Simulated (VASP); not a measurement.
Write the native input for VASP 6.6.1 that does the following.

```
Task                   : single point
Functional             : PBE
Potentials or basis    : VASP PAW PBE potentials, release 64 (Ca_sv, Se)
Cutoff                 : 520 eV
k mesh                 : 6 × 6 × 6
Occupations            : gaussian, width 0.05 eV
Spin                   : no spin polarisation
Dipole correction      : no
Further INCAR settings : ALGO = Normal; EDIFF = 1e-06; NBANDS = 15
```

The structure of CaSe lies in POSCAR:

```
CaSe
1.0
    0.0000000000      3.5640000000      3.3000000000
    3.5640000000      0.0000000000      3.3000000000
    3.5640000000      3.5640000000      0.0000000000
Ca Se
1 1
Direct
    0.0000000000      0.0000000000      0.0000000000
    0.7500000000      0.7500000000      0.7500000000
```

This cell differs from its parent crystal: strain +0.080 along x and y, +0.000 along z.

One way to write it, as run:

INCAR

```
SYSTEM = CaSe
  PREC = Accurate
  ENCUT = 520
  EDIFF = 1E-6
  ISMEAR = 0
  SIGMA = 0.05
  LREAL = .False.
  LASPH = .True.
  NELM = 60
  ALGO = Normal
  ISIF = 2
  LWAVE = .False.
  LCHARG = .True.
  GGA = PE
  LELF = .True.
  LVHAR = .True.
  NBANDS = 15
```

KPOINTS

```
Automatic mesh
0
Gamma
  6 6 6
  0 0 0
```

Potentials or basis: VASP PAW PBE potentials, release 64 (Ca_sv, Se).

Run with:

```console
$ cat potpaw_PBE.64/Ca_sv/POTCAR potpaw_PBE.64/Se/POTCAR > POTCAR
$ mpirun -np 1 vasp_std > vasp.out
```

It gave:

- Pressure: -3.8 GPa
- Band gap on the k mesh: 2.60 eV (least direct gap 2.66 eV)

Caveat: the cell differs from its parent crystal (strain +0.080 along x and y, +0.000 along z); the cell stands under tension.

Run time: 67 s on 1 thread of Intel Xeon 8259CL (shared host), peak memory 0.23 GiB.
